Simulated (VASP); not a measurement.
# LuAg4: single point with PBE

The system is LuAg4.

```
Ag Lu
1.0
     4.85730    0.10600   -0.21510
     0.52111    4.66749   -0.63805
    -0.10410    0.12999    4.63890
Ag Lu
4 1
Cartesian
  3.2415 0.7589 4.2848
  2.1953 1.3961 1.9009
  2.0051 3.7789 2.8106
  4.6588 0.6973 1.9021
  5.1357 2.8308 -0.0649
```

```json
{"Program": "VASP 6.6.1", "Task": "single point", "Functional": "PBE", "Potentials or basis": "VASP PAW PBE potentials, release 64 (Ag, Lu)", "Cutoff": "520 eV", "k mesh": "3 × 3 × 3", "Occupations": "fermi-dirac, width 0.1 eV", "Spin": "no spin polarisation"}
```

```
Pressure      : 11.3 GPa
Largest force : 0.751 eV/Å
```

Forces in eV/Å, atoms in the order of the input:
```
Ag   0.236  0.459 -0.269
Ag  -0.029  0.097 -0.316
Ag  -0.109 -0.391  0.247
Ag  -0.169 -0.016  0.732
Lu   0.070 -0.149 -0.393
```

Stress tensor (GPa, compression positive):
```
14.00  1.74  2.69
 1.74 10.45 -0.10
 2.69 -0.10  9.44
```

Levels at points of the mesh, in eV from the Fermi level:
```
           k point  band 31  band 32  band 33  band 34  band 35  band 36  band 37  band 38  band 39  band 40
(0.00, 0.00, 0.00)    -3.76    -3.29    -0.62    -0.10     0.83     1.15     1.96     2.21     2.35     2.86
```

It took 2.1 min on 1 thread of Intel Xeon 6975P-C, on a shared host, peak memory 0.24 GiB.

Caveat: the k points lie up to 0.45 Å⁻¹ apart; spin-orbit coupling is left out, which moves the levels of the heavy elements.
